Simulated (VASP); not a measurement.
# Tl (I4/mmm) in VASP: notebook, part 2 of 2

VASP 6.6.1.

## (5) Single point, PBEsol (strain +0.025 along x and y, +0.050 along z)

File INCAR:

```
SYSTEM = Tl
  ALGO = Fast
  EDIFF = 1E-6
  ENCUT = 520
  GGA = PS
  ISIF = 2
  ISMEAR = 0
  LASPH = .True.
  LCHARG = .False.
  LREAL = .False.
  LWAVE = .False.
  NBANDS = 12
  NELM = 100
  PREC = Accurate
  SIGMA = 0.15
```

File KPOINTS:

```
k-points
0
Gamma
  18 18 18
  0 0 0
```

File POSCAR:

```
Tl
1.0
   -1.9895250000      1.9895250000      2.0380500000
    1.9895250000     -1.9895250000      2.0380500000
    1.9895250000      1.9895250000     -2.0380500000
Tl
1
Direct
    0.0000000000      0.0000000000      0.0000000000
```

Potentials or basis: VASP PAW PBE potentials, release 64 (Tl_d).

The run is started by

```console
$ cat potpaw_PBE.64/Tl_d/POTCAR > POTCAR
$ mpirun -np 1 vasp_std > vasp.out
```

OUTCAR:

```text
SYSTEM = Tl
   EDIFF = 1E-6
   ENCUT = 520
   GGA = PS
   ISIF = 2
   ISMEAR = 0
   LASPH = .True.
   LREAL = .False.
   NELM = 100
   PREC = Accurate

 ion  position               nearest neighbor table
   1  0.000  0.000  0.000-

  LATTYP: Found a body centered tetragonal cell.
 ALAT       =     3.9790500000
 C/A-ratio  =     1.0243902439

  Lattice vectors:

 A1 = (  -1.9895250000,   1.9895250000,   2.0380500000)
 A2 = (   1.9895250000,  -1.9895250000,   2.0380500000)
 A3 = (   1.9895250000,   1.9895250000,  -2.0380500000)

Analysis of symmetry for initial positions (statically):
=====================================================================
 Subroutine PRICEL returns:
 Original cell was already a primitive cell.

 Routine SETGRP: Setting up the symmetry group for a
 body centered tetragonal supercell.

 Subroutine GETGRP returns: Found 16 space group operations
 (whereof 16 operations were pure point group operations)
 out of a pool of 16 trial point group operations.

The static configuration has the point symmetry D_4h.

Analysis of symmetry for dynamics (positions and initial velocities):
[... 162 lines left out ...]
 cond. band min:       5.2382646123   @ k =  -0.3889   0.4444   0.2222
 fundamental gap:      0.0300829641
 Fermi energy:         5.2120118850

 k-point     1 :       0.0000    0.0000    0.0000
  band No.  band energies     occupation
      1      -6.2731      2.00000
      2      -6.2731      2.00000
      3      -6.2497      2.00000
      4      -5.9526      2.00000
      5      -5.9311      2.00000
      6      -4.0965      2.00000
      7      14.7020      0.00000
      8      14.8456      0.00000
      9      14.8456      0.00000
     10      17.0279      0.00000
     11      17.3179      0.00000
     12      17.3179      0.00000
[... 331 lines left out ...]
 k-point    24 :      -0.2222    0.0556   -0.0000
  band No.  band energies     occupation
      1      -6.3010      2.00000
      2      -6.2546      2.00000
      3      -6.0916      2.00000
      4      -5.9862      2.00000
      5      -5.9405      2.00000
      6      -3.2708      2.00000
      7       9.8386      0.00000
      8      12.6038      0.00000
      9      13.4164      0.00000
     10      15.9376      0.00000
     11      16.7572      0.00000
     12      17.2057      0.00000

 [... further k-points ...]
[... 5 lines left out ...]
  --------------------------------------------------------------------------------------
  -------------------------------------------------------------------------------------
  Total       -0.6425076     -0.6425076     -0.6800677      0.0000000     -0.0000000      0.0000000
  in kB      -31.9018010    -31.9018010    -33.7667383      0.0000000     -0.0000000      0.0000000
  external PRESSURE =     -32.5234468 kB  Pullay stress =       0.0000000 kB

 VOLUME and BASIS-vectors are now :
 -----------------------------------------------------------------------------
  energy-cutoff  :      520.00
  volume of cell :       32.27
      direct lattice vectors                 reciprocal lattice vectors
    -1.989525000  1.989525000  2.038050000     0.000000000  0.251316269  0.245332548
     1.989525000 -1.989525000  2.038050000     0.251316269  0.000000000  0.245332548
     1.989525000  1.989525000 -2.038050000     0.251316269  0.251316269  0.000000000

 POSITION                                       TOTAL-FORCE (eV/Angst)
 -----------------------------------------------------------------------------------
      0.00000      0.00000      0.00000        -0.000000      0.000000      0.000000
 -----------------------------------------------------------------------------------
    total drift:                               -0.000000     -0.000000     -0.000000

  FREE ENERGIE OF THE ION-ELECTRON SYSTEM (eV)
  ---------------------------------------------------
  free  energy   TOTEN  =        -2.5882512633 eV

  energy  without entropy=       -2.5829971807  energy(sigma->0) =       -2.58562422
```

OSZICAR:

```text
N       E                     dE             d eps       ncg     rms          rms(c)
DAV:   1     0.496988461856E+02    0.49699E+02   -0.65791E+03 12208   0.923E+02
DAV:   2    -0.202048555470E+01   -0.51719E+02   -0.50771E+02 13196   0.208E+02
DAV:   3    -0.261431590376E+01   -0.59383E+00   -0.59325E+00 13556   0.202E+01
DAV:   4    -0.261709730093E+01   -0.27814E-02   -0.27813E-02 12988   0.161E+00
DAV:   5    -0.261713287481E+01   -0.35574E-04   -0.35573E-04 13412   0.177E-01    0.143E+00
RMM:   6    -0.259243623163E+01    0.24697E-01   -0.33566E-02 11561   0.146E+00    0.102E+00
RMM:   7    -0.258852116119E+01    0.39151E-02   -0.13491E-02 11794   0.101E+00    0.532E-01
RMM:   8    -0.258826924648E+01    0.25191E-03   -0.70466E-04 12402   0.228E-01    0.838E-02
RMM:   9    -0.258825138083E+01    0.17866E-04   -0.11387E-04 13038   0.959E-02    0.174E-02
RMM:  10    -0.258825110182E+01    0.27901E-06   -0.11566E-05 13016   0.362E-02    0.191E-03
RMM:  11    -0.258825126327E+01   -0.16145E-06   -0.21836E-06  9582   0.153E-02
   1 F= -.25882513E+01 E0= -.25856242E+01  d E =-.525408E-02
```

stdout:

```text
POSCAR found type information on POSCAR Tl
 POSCAR found :  1 types and       1 ions
 scaLAPACK will be used
 -----------------------------------------------------------------------------
|                                                                             |
|                                                                             |
|     You enforced a specific xc type in the INCAR file but a different       |
|     I HOPE YOU KNOW WHAT YOU ARE DOING!                                     |
|                                                                             |
 -----------------------------------------------------------------------------

 LDA part: xc-table for (Slater+PW92), standard interpolation
 POSCAR, INCAR and KPOINTS ok, starting setup
 FFT: planning ... GRIDC
 FFT: planning ... GRID_SOFT
 FFT: planning ... GRID
 WAVECAR not read
 entering main loop
```

Run time: 3.2 min. Hardware: 1 thread of Intel Xeon 8259CL, shared host; peak memory 0.3 GiB.

Results:

```yaml
Free_energy: -2.5883 eV
Pressure: -3.3 GPa
Band_gap_on_the_k_mesh: zero (an odd number of electrons rules out a gap without spin polarisation)
```

Stress tensor (GPa, compression positive):
```
-3.19  0.00  0.00
 0.00 -3.19  0.00
 0.00  0.00 -3.38
```

Caveat: the cell differs from its parent crystal (strain +0.025 along x and y, +0.050 along z); the cell stands under tension; the PAW data sets were made with another functional, which shifts forces and pressure a little; spin-orbit coupling is left out, which moves the levels of the heavy elements.

## (6) Single point, PBEsol (strain +0.050 along x and y, +0.025 along z)

File INCAR:

```
PREC = Accurate
ENCUT = 520
EDIFF = 1E-6
ISMEAR = 0
SIGMA = 0.15
LREAL = F
LASPH = T
NELM = 80
ALGO = Fast
ISIF = 2
LWAVE = F
LCHARG = F
GGA = PS
NBANDS = 12
```

File KPOINTS:

```
regular mesh
0
Gamma
  18 18 18
```

File POSCAR:

```
Tl
1.0
   -2.0380500000      2.0380500000      1.9895250000
    2.0380500000     -2.0380500000      1.9895250000
    2.0380500000      2.0380500000     -1.9895250000
Tl
1
Direct
    0.0000000000      0.0000000000      0.0000000000
```

Potentials or basis: VASP PAW PBE potentials, release 64 (Tl_d).

The run is started by

```console
$ cat potpaw_PBE.64/Tl_d/POTCAR > POTCAR
$ mpirun -np 1 vasp_std > vasp.out
```

Wall time 2.5 min (1 thread of Intel Xeon 8259CL, shared host); peak memory 0.3 GiB.

It converged, with:

| Quantity | Value |
| --- | --- |
| Free energy | -2.5717 eV |
| Pressure | -3.6 GPa |
| Band gap on the k mesh | zero (an odd number of electrons rules out a gap without spin polarisation) |

Stress tensor (GPa, compression positive):
```
-3.65  0.00  0.00
 0.00 -3.65  0.00
 0.00  0.00 -3.57
```

Levels at points of the mesh, in eV from the Fermi level:
```tsv
k point	band 2	band 3	band 4	band 5	band 6	band 7	band 8	band 9	band 10	band 11
(0.00, 0.00, 0.00)	-11.45	-11.45	-11.17	-11.14	-9.17	9.29	9.29	9.47	11.85	11.85
(0.50, 0.00, 0.00)	-11.54	-11.17	-11.14	-10.95	-5.08	-2.22	5.11	6.50	8.86	10.20
(0.50, 0.50, 0.00)	-11.53	-11.19	-11.16	-10.96	-5.20	-2.28	5.39	6.87	9.22	10.53
(0.50, 0.50, 0.50)	-11.58	-11.01	-11.01	-11.00	-2.38	1.27	1.27	1.68	5.89	6.15
```

Caveat: the cell differs from its parent crystal (strain +0.050 along x and y, +0.025 along z); the cell stands under tension; the PAW data sets were made with another functional, which shifts forces and pressure a little; spin-orbit coupling is left out, which moves the levels of the heavy elements.

## (7) Overview

```tsv
cell	further INCAR settings	gap on the mesh (eV)	pressure (GPa)
a = 3.307 Å, angles 108.1, 108.1, 112.2°, 1 atom	ALGO = Fast; EDIFF = 1e-07; NBANDS = 12	none	1.0
a = 3.306 Å, angles 110.2, 110.2, 108.1°, 1 atom	ALGO = Fast; EDIFF = 1e-06; NBANDS = 12	none	1.0
a = 3.334 Å, angles 108.8, 108.8, 110.8°, 1 atom	ALGO = Fast; EDIFF = 1e-06; NBANDS = 12	none	0.0
a = 3.474 Å, angles 110.1, 110.1, 108.2°, 1 atom	ALGO = Fast; EDIFF = 1e-06; NBANDS = 12	none	-3.3
a = 3.502 Å, angles 108.8, 108.8, 110.8°, 1 atom	ALGO = Fast; EDIFF = 1e-06; NBANDS = 12	none	-3.6
```

Alike in all rows: task single point; level PBEsol; potentials or basis VASP PAW PBE potentials, release 64 (Tl_d); no spin polarisation; k mesh 18 × 18 × 18; cutoff (eV) 520; smearing gaussian 0.15 eV.

Caveats: the PAW data sets were made with another functional, which shifts forces and pressure a little; spin-orbit coupling is left out, which moves the levels of the heavy elements; the cell stands under tension (at least some runs).

Absolute energies hang on the potentials; compare differences alone.

The gap in the log of VASP goes by the Fermi energy; the results here count the filled bands.